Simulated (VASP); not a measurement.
Write the native input for VASP 6.6.1 that does the following.

* Task: relaxation of cell and atoms
* Functional: PBE
* Potentials or basis: VASP PAW PBE potentials, release 64 (Si, F)
* Cutoff: 600 eV
* k mesh: 6 × 6 × 2
* Occupations: gaussian, width 0.1 eV
* Spin: collinear spin
* Starting moments: [0.0, 0.0, 0.0, 0.0, 0.0, 1.0] μB
* Dipole correction: no
* Further INCAR settings: ALGO = Normal; EDIFF = 1e-06; IBRION = 2; EDIFFG = -0.04; NSW = 90; ISIF = 3

The structure of Si5F lies in POSCAR:

```
Si5F
1.0
    2.8730201800      0.0000000000      0.0000000000
   -1.4365100900      2.4881084700      0.0000000000
    0.0000000000      0.0000000000     14.7469713100
Si F
5 1
Direct
    0.6666666700      0.3333333300      0.8184250000
    0.3333333300      0.6666666700      0.6598208500
    0.6666666700      0.3333333300      0.5000000000
    0.3333333300      0.6666666700      0.3401791500
    0.6666666700      0.3333333300      0.1815750000
    0.3333333300      0.6666666700      0.0000000000
```

The cell was built from a structure type or drawn by symmetry, and may not be a known phase.

The input as run:

INCAR

```
SYSTEM = Si5F
ALGO     = Normal         ! electronic algorithm
EDIFF    = 1E-6           ! SCF threshold, eV
EDIFFG   = -0.04          ! ionic threshold
ENCUT    = 600            ! plane-wave cutoff, eV
GGA      = PE             ! functional
IBRION   = 2              ! ionic algorithm
ISIF     = 3              ! what is computed and relaxed
ISMEAR   = 0              ! smearing method
ISPIN    = 2              ! spin polarisation
LASPH    = .True.         ! aspherical terms in the spheres
LCHARG   = .False.        ! write CHGCAR
LORBIT   = 11             ! projections on sites
LREAL    = .False.        ! projectors in reciprocal space
LWAVE    = .False.        ! write WAVECAR
MAGMOM   = 0 0 0 0 0 1    ! initial moments
NELM     = 150            ! most SCF steps
NSW      = 90             ! ionic steps
PREC     = Accurate       ! precision mode
SIGMA    = 0.1            ! smearing width, eV
```

KPOINTS

```
k-points
0
Gamma
  6 6 2
  0 0 0
```

Potentials or basis: VASP PAW PBE potentials, release 64 (Si, F).

Command:

```console
$ cat potpaw_PBE.64/Si/POTCAR potpaw_PBE.64/F/POTCAR > POTCAR
$ mpirun -np 1 vasp_std > vasp.out
```

Results of the run:

* Relaxed volume: 14.17 Å³/atom
* Relaxed cell: a = 2.879 Å, b = 2.879 Å, c = 11.845 Å, α = 90.00°, β = 90.00°, γ = 120.00°
* Space group after relaxing (to 0.1 Å): P-6m2 (No. 187)
* Energy gained by relaxing: 369.8 meV/atom
* Ionic steps: 10
* Pressure after relaxing: 0.0 GPa
* Largest force after relaxing: 0.018 eV/Å
* Net moment: 0.00 μB per cell
* Valence electrons inside the program's atomic spheres: Si 1.48, 1.57, 1.56 (each value once); F 6.01

Caveat: the k points lie up to 0.42 Å⁻¹ apart in the final cell; the volume moved by over 15 % at a fixed basis, so the end points are rough.

It took 8.4 min on 1 thread of Intel(R) Xeon(R) Platinum 8259CL CPU @ 2.50GHz (Skylake/Cascade Lake), with other jobs on the host, peak memory 0.31 GiB.
